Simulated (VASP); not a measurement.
Au:

```xyz
2
Lattice="2.8608 0.0000 0.0000 -1.4304 2.4775 0.0000 0.0000 0.0000 4.8140" Properties=species:S:1:pos:R:3 pbc="T T T"
Au    1.4304    0.8258    1.2035
Au    0.0000    1.6517    3.6105
```

Base run:

```yaml
Program: VASP 6.6.1
Functional: r2SCAN
Potentials_or_basis: VASP PAW PBE potentials, release 64 (Au)
Cutoff: 520 eV
k_mesh: 11 × 11 × 6
Occupations: fermi-dirac, width 0.05 eV
Spin: no spin polarisation
```

Its results: band gap on the k mesh zero (band 11 reaches 13.27 eV, above the bottom of band 12 at 6.42 eV); pressure 5.3 GPa.

Problem. The run is repeated on the same cell with these changes: functional from r2SCAN to PBE. What comes out?

Solution. Band gap on the k mesh zero (band 11 reaches 13.22 eV, above the bottom of band 12 at 6.79 eV); pressure 8.4 GPa.

Caveats: spin-orbit coupling is left out, which moves the levels of the heavy elements; the PAW data sets were made with another functional, which shifts forces and pressure a little (some runs).
